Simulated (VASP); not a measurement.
Here is a VASP 6.6.1 calculation.

Contents of INCAR:

```
SYSTEM = ZnSe
ALGO = Normal ; EDIFF = 1E-6
ENCUT = 520 ; GGA = CA
ISIF = 2 ; ISMEAR = -1
LASPH = .TRUE. ; LCHARG = .FALSE.
LREAL = .FALSE. ; LWAVE = .FALSE.
NBANDS = 16 ; NELM = 60
PREC = Accurate ; SIGMA = 0.03
```

Contents of KPOINTS:

```
k-points
0
G
  8 8 8
  0 0 0
```

POSCAR

```
ZnSe
1.0
    0.0000000000      2.8618592506      2.8618592506
    2.8618592506      0.0000000000      2.8618592506
    2.8618592506      2.8618592506      0.0000000000
Zn Se
1 1
Direct
    0.0000000000      0.0000000000      0.0000000000
    0.7500000000      0.7500000000      0.7500000000
```

Potentials or basis: VASP PAW LDA potentials, release 64 (Zn, Se).

Run with:

```sh
$ cat potpaw_LDA.64/Zn/POTCAR potpaw_LDA.64/Se/POTCAR > POTCAR
$ mpirun -np 1 vasp_std > vasp.out
```

(1) What does it give for the pressure?

(2) What does it give for the band gap on the k mesh?

Results:

(1) -4.7 GPa.

(2) 0.95 eV, direct.
